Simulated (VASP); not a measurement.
# MgO (P6_3mc) in VASP: further runs, part 2 of 4

VASP 6.6.1. The steps go on from the part before.

## (3) Single point, PBE (c/a of the conventional cell at fixed volume 1.4418)

The input, INCAR:

```
PREC = Accurate
ENCUT = 520
EDIFF = 1E-6
ISMEAR = 0
SIGMA = 0.05
LREAL = F
LASPH = T
NELM = 100
ALGO = Normal
ISIF = 2
LWAVE = F
LCHARG = F
GGA = PE
NBANDS = 16
```

The input, KPOINTS:

```
Automatic mesh
0
Gamma
  9 9 6
```

The input, POSCAR:

```
MgO
1.0
    3.3924438902      0.0000000000      0.0000000000
   -1.6962219451      2.9379425898      0.0000000000
    0.0000000000      0.0000000000      4.8912256008
Mg O
2 2
Direct
    0.3333333333      0.6666666667     -0.0132065475
    0.6666666667      0.3333333333      0.4867934525
    0.3333333333      0.6666666667      0.3982811987
    0.6666666667      0.3333333333      0.8982811987
```

Potentials or basis: VASP PAW PBE potentials, release 64 (Mg, O).

Run with:

```console
> cat potpaw_PBE.64/Mg/POTCAR potpaw_PBE.64/O/POTCAR > POTCAR
> mpirun -np 1 vasp_std > vasp.out
```

OUTCAR:

```text
PREC = Accurate
   ENCUT = 520
   EDIFF = 1E-6
   ISMEAR = 0
   LREAL = F
   LASPH = T
   NELM = 100
   ISIF = 2
   GGA = PE

 ion  position               nearest neighbor table
   1  0.333  0.667  0.987-   4 2.01   4 2.01   4 2.01   3 2.01   2 3.13   2 3.13   2 3.13   2 3.13
                             2 3.13   2 3.13
   2  0.667  0.333  0.487-   3 2.01   3 2.01   3 2.01   4 2.01   1 3.13   1 3.13   1 3.13   1 3.13
                             1 3.13   1 3.13
   3  0.333  0.667  0.398-   2 2.01   2 2.01   2 2.01   1 2.01
   4  0.667  0.333  0.898-   1 2.01   1 2.01   1 2.01   2 2.01

  LATTYP: Found a hexagonal cell.
 ALAT       =     3.3924438902
 C/A-ratio  =     1.4418000000

  Lattice vectors:

 A1 = (   3.3924438902,   0.0000000000,   0.0000000000)
 A2 = (  -1.6962219451,   2.9379425898,   0.0000000000)
 A3 = (   0.0000000000,   0.0000000000,   4.8912256008)

Analysis of symmetry for initial positions (statically):
=====================================================================
 Subroutine PRICEL returns:
 Original cell was already a primitive cell.

 Routine SETGRP: Setting up the symmetry group for a
 hexagonal supercell.

 Subroutine GETGRP returns: Found 12 space group operations
 (whereof  6 operations were pure point group operations)
 out of a pool of 24 trial point group operations.

The static configuration has the point symmetry C_3v.
 The point group associated with its full space group is C_6v.

Analysis of symmetry for dynamics (positions and initial velocities):
=====================================================================
 Subroutine PRICEL returns:
 Original cell was already a primitive cell.

 Routine SETGRP: Setting up the symmetry group for a
 hexagonal supercell.

 Subroutine GETGRP returns: Found 12 space group operations
 (whereof  6 operations were pure point group operations)
 out of a pool of 24 trial point group operations.

The dynamic configuration has the point symmetry C_3v.
 The point group associated with its full space group is C_6v.

 Subroutine INISYM returns: Found 12 space group operations
 (whereof  6 operations are pure point group operations),
 and found     1 'primitive' translations

----------------------------------------------------------------------------------------

                                     Primitive cell

  volume of cell :      48.7499

  direct lattice vectors                    reciprocal lattice vectors
     3.392443890  0.000000000  0.000000000     0.294772746  0.170187124  0.000000000
    -1.696221945  2.937942590  0.000000000     0.000000000  0.340374248  0.000000000
     0.000000000  0.000000000  4.891225601     0.000000000  0.000000000  0.204447736

  length of vectors
     3.392443890  3.392443890  4.891225601     0.340374248  0.340374248  0.204447736

  position of ions in fractional coordinates (direct lattice)
     0.333333333  0.666666667  0.986793453
     0.666666667  0.333333333  0.486793453
     0.333333333  0.666666667  0.398281199
     0.666666667  0.333333333  0.898281199

  ion indices of the primitive-cell ions
   primitive index   ion index
                 1           1
                 2           2
                 3           3
[... 29 lines left out ...]
            Coordinates               Weight
  0.000000  0.000000  0.000000      1.000000
  0.111111  0.000000  0.000000      6.000000
  0.222222  0.000000  0.000000      6.000000
  0.333333  0.000000  0.000000      6.000000
  0.444444  0.000000  0.000000      6.000000
  0.111111  0.111111  0.000000      6.000000
[... 16 lines left out ...]
  0.333333  0.222222  0.166667     24.000000
  0.333333  0.333333  0.166667      4.000000
 [... further k-points ...]
   k-points           NKPTS =     48   k-points in BZ     NKDIM =     48   number of bands    NBANDS=     16
   number of dos      NEDOS =    301   number of ions     NIONS =      4
   total plane-waves  NPLWV =  28224
   dimension x,y,z NGX =    28 NGY =   28 NGZ =   36
   dimension x,y,z NGXF=    56 NGYF=   56 NGZF=   72
   ions per type =               2   2
   NGX,Y,Z   is equivalent  to a cutoff of  13.72, 13.72, 12.24 a.u.
   NGXF,Y,Z  is equivalent  to a cutoff of  27.44, 27.44, 24.47 a.u.
 SYSTEM =  unknown system
   PREC   = accura    normal or accurate (medium, high low for compatibility)
   ISTART =      0    job   : 0-new  1-cont  2-samecut
   ICHARG =      2    charge: 1-file 2-atom 10-const
   ISPIN  =      1    spin polarized calculation?
   LNONCOLLINEAR =      F non collinear calculations
   LSORBIT =      F    spin-orbit coupling
   LASPH  =      T    aspherical Exc in radial PAW
   ENCUT  =  520.0 eV  38.22 Ry    6.18 a.u.   6.31  6.31  9.09*2*pi/ulx,y,z
   NELM   =    100;   NELMIN=  2; NELMDL= -5     # of ELM steps
   EDIFF  = 0.1E-05   stopping-criterion for ELM
   LREAL  =      F    real-space projection
   EDIFFG = 0.1E-04   stopping-criterion for IOM
   NSW    =      0    number of steps for IOM
   IBRION =     -1    ionic relax: 0-MD 1-quasi-New 2-CG
   NFREE  =      0    steps in history (QN), initial steepest desc. (CG)
   ISIF   =      2    stress and relaxation
   ISYM   =      2    0-nonsym 1-usesym 2-fastsym
   POTIM  = 0.5000    time-step for ionic-motion
   TEBEG  =    0.0;   TEEND  =   0.0 temperature during run
   PSTRESS=    0.0 pullay stress
   NELECT =      16.0000    total number of electrons
   NUPDOWN=      -1.0000    fix difference up-down
   EMIN   =  10.00;   EMAX   =-10.00  energy-range for DOS
   EFERMI =   0.00;   METHOD = LEGACY
   ISMEAR =     0;   SIGMA  =   0.05  broadening in eV -4-tet -1-fermi 0-gaus
   EFERMI_NEDOS =   21; number of points for ismear=-14 and -15
   IALGO  =     38    algorithm
   IMIX   =      4    mixing-type and parameters
     AMIX     =   0.40;   BMIX     =  1.00
     AMIX_MAG =   1.60;   BMIX_MAG =  1.00
  volume/ion in A,a.u.               =      12.19        82.25
  Fermi-wavevector in a.u.,A,eV,Ry     =   1.129250  2.133974 17.350238  1.275207
  Thomas-Fermi vector in A             =   2.265943
   LORBIT       =      0    0 simple, 1 ext, 2 COOP (PROOUT), +10 PAW based schemes
   GGA     = PE    functional components
   LHFCALC =     F    Hartree Fock is set to
   AEXX    =    0.0000 exact exchange contribution
   IVDW    =     0    specifies the selected vdW correction
   LEPSILON=     F    determine dielectric tensor
   LRPA    =     F    only Hartree local field effects (RPA)
 non-spin polarized calculation
 Gauss-broadening in eV      SIGMA  =   0.05
  energy-cutoff  :      520.00
  volume of cell :       48.75
 maximum number of plane-waves:      1322
 NGX is ok and might be reduce to    28
   NGX = 13   NGY = 13   NGZ = 19

 number of electron      16.0000006 magnetization

 Free energy of the ion-electron system (eV)
  ---------------------------------------------------
  ext. energy  EPLUGINS =         0.00000000
  ---------------------------------------------------
  free energy    TOTEN  =       -23.51367098 eV

  energy without entropy =      -23.51367098  energy(sigma->0) =      -23.51367098

 E-fermi :   1.3930     XC(G=0):  -9.6121

 val. band max:        1.1212149644   @ k =   0.0000   0.0000   0.0000
 cond. band min:       4.2735798531   @ k =   0.0000   0.0000   0.0000
 fundamental gap:      3.1523648886
 Fermi energy:         1.3929758397

 k-point     1 :       0.0000    0.0000    0.0000
  band No.  band energies     occupation
      1     -15.1747      2.00000
      2     -14.3447      2.00000
      3      -2.1293      2.00000
      4       0.1255      2.00000
      5       0.1255      2.00000
      6       0.5417      2.00000
[... 433 lines left out ...]
      3      -1.6603      2.00000
      4      -1.1888      2.00000
      5      -1.1888      2.00000
      6      -0.2757      2.00000
[... 8 lines left out ...]
     15      14.2201      0.00000
     16      17.5990      0.00000

 [... further k-points ...]

------------------------ aborting loop because EDIFF is reached ----------------------------------------

  FORCE on cell =-STRESS in cart. coord.  units (eV):
  Direction    XX          YY          ZZ          XY          YZ          ZX
  --------------------------------------------------------------------------------------
  -------------------------------------------------------------------------------------
  Total       -0.8856213     -0.8856213      0.0296299      0.0000000      0.0000000     -0.0000000
  in kB      -29.1061621    -29.1061621      0.9737938      0.0000000      0.0000000     -0.0000000
  external PRESSURE =     -19.0795101 kB  Pullay stress =       0.0000000 kB

 VOLUME and BASIS-vectors are now :
 -----------------------------------------------------------------------------
  energy-cutoff  :      520.00
  volume of cell :       48.75
      direct lattice vectors                 reciprocal lattice vectors
     3.392443890  0.000000000  0.000000000     0.294772746  0.170187124  0.000000000
    -1.696221945  2.937942590  0.000000000     0.000000000  0.340374248  0.000000000
     0.000000000  0.000000000  4.891225601     0.000000000  0.000000000  0.204447736

 POSITION                                       TOTAL-FORCE (eV/Angst)
 -----------------------------------------------------------------------------------
     -0.00000      1.95863      4.82663         0.000000      0.000000     -0.056065
      1.69622      0.97931      2.38102        -0.000000      0.000000     -0.056065
     -0.00000      1.95863      1.94808        -0.000000      0.000000      0.056065
      1.69622      0.97931      4.39370         0.000000     -0.000000      0.056065
 -----------------------------------------------------------------------------------
    total drift:                                0.000000      0.000000     -0.000708

  FREE ENERGIE OF THE ION-ELECTRON SYSTEM (eV)
  ---------------------------------------------------
  free  energy   TOTEN  =       -23.5136709784 eV

  energy  without entropy=      -23.5136709784  energy(sigma->0) =      -23.51367098
```

OSZICAR:

```text
N       E                     dE             d eps       ncg     rms          rms(c)
DAV:   1     0.626787509080E+02    0.62679E+02   -0.74261E+03  1536   0.882E+02
DAV:   2    -0.234457495398E+02   -0.86125E+02   -0.79518E+02  2160   0.195E+02
DAV:   3    -0.276924590494E+02   -0.42467E+01   -0.42375E+01  1688   0.455E+01
DAV:   4    -0.277101495627E+02   -0.17691E-01   -0.17690E-01  1888   0.346E+00
DAV:   5    -0.277102404211E+02   -0.90858E-04   -0.90858E-04  1736   0.236E-01    0.116E+01
DAV:   6    -0.235800528596E+02    0.41302E+01   -0.12161E+01  1536   0.260E+01    0.396E+00
DAV:   7    -0.235226183775E+02    0.57434E-01   -0.18393E-01  1536   0.344E+00    0.220E+00
DAV:   8    -0.235154306184E+02    0.71878E-02   -0.10491E-01  1584   0.348E+00    0.523E-01
DAV:   9    -0.235127743141E+02    0.26563E-02   -0.38530E-03  1904   0.570E-01    0.160E-01
DAV:  10    -0.235136452927E+02   -0.87098E-03   -0.13834E-03  1568   0.239E-01    0.301E-02
DAV:  11    -0.235136694075E+02   -0.24115E-04   -0.18309E-05  1816   0.297E-02    0.223E-02
DAV:  12    -0.235136710047E+02   -0.15972E-05   -0.94924E-06  1552   0.265E-02    0.513E-03
DAV:  13    -0.235136709784E+02    0.26307E-07   -0.78219E-07  1232   0.799E-03
   1 F= -.23513671E+02 E0= -.23513671E+02  d E =-.859049E-17
```

Run time: 16 s. Hardware: 1 thread of Intel Xeon 6975P-C (Granite Rapids), shared host; peak memory 0.19 GiB.

Results:

* Free energy: -23.5137 eV
* Pressure: -1.9 GPa
* Largest force: 0.056 eV/Å
* Band gap on the k mesh: 3.15 eV, direct

Forces in eV/Å, atoms in the order of the input:
```
Mg   0.000  0.000 -0.056
Mg   0.000  0.000 -0.056
O    0.000  0.000  0.056
O    0.000  0.000  0.056
```

 A k mesh can miss the band edges.

(Part 2 of 4 ends here.)
